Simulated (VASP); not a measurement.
Te2Mo, 6 atoms in the cell. The typed cell holds 6 atoms: a = 3.518 Å, b = 3.518 Å, c = 13.974 Å, α = 90.00°, β = 90.00°, γ = 120.00°.  This cell differs from its parent crystal: atoms moved at random.

- Program: VASP 6.6.1
- Task: relaxation of the atoms
- Functional: LDA
- Potentials or basis: VASP PAW LDA potentials, release 64 (Te, Mo_sv)
- Cutoff: 490 eV
- k mesh: 7 × 7 × 2
- Occupations: gaussian, width 0.03 eV
- Spin: no spin polarisation
- Tolerance level: tight
- Purpose: geometry
- Further INCAR settings: ALGO = Normal; EDIFF = 1e-07; IBRION = 2; EDIFFG = -0.002; NSW = 120

Potentials or basis: VASP PAW LDA potentials, release 64 (Te, Mo_sv).

Launch:

```console
$ cat potpaw_LDA.64/Te/POTCAR potpaw_LDA.64/Mo_sv/POTCAR > POTCAR
$ mpirun -np 4 vasp_std > vasp.out
```

Hardware: 4 MPI ranks on Intel(R) Xeon(R) Platinum 8488C (Sapphire Rapids), with other jobs on the host.

Task: How long does it take, and how much memory?

Result: Run time: 15 min on 4 MPI ranks on Intel(R) Xeon(R) Platinum 8488C (Sapphire Rapids), on a shared host, peak memory 0.35 GiB a rank. Counts: scf iterations 305, k points 50, ion steps 48.
